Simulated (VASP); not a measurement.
The system is CdSiN2.

```
Cd N Si
1.0
     3.03399    0.00000    0.00000
     0.00000    3.03399    0.00000
     0.00000    0.00000    5.11023
Cd N Si
1 2 1
Direct
  0.00000 0.00000 0.00000
  0.00000 0.50000 0.31974
  0.50000 0.00000 0.68026
  0.50000 0.50000 0.50000
```

Base run:

- Program: VASP 6.6.1
- Functional: LDA
- Potentials or basis: VASP PAW LDA potentials, release 64 (Cd, N, Si)
- Cutoff: 520 eV
- k mesh: 8 × 8 × 6
- Occupations: gaussian, width 0.01 eV
- Spin: no spin polarisation

Its results: band gap on the k mesh 1.20 eV, indirect (least direct gap 1.24 eV); pressure -4.5 GPa; largest force 0.105 eV/Å.

Q: The run is repeated on the same cell with these changes: potentials or basis from VASP PAW LDA potentials, release 64 (Cd, N, Si) to VASP PAW LDA potentials, release 64 (Cd_sv_GW, N, Si); cutoff from 520 eV to 600 eV; further incar settings from ALGO = Normal; EDIFF = 1e-06; NBANDS = 21 to ALGO = Normal; EDIFF = 1e-06; NBANDS = 25; valence electrons from 26 to 34. What comes out?

A: Band gap on the k mesh 1.18 eV, indirect (least direct gap 1.21 eV); pressure -5.8 GPa; largest force 0.201 eV/Å.

A k mesh can miss the band edges.
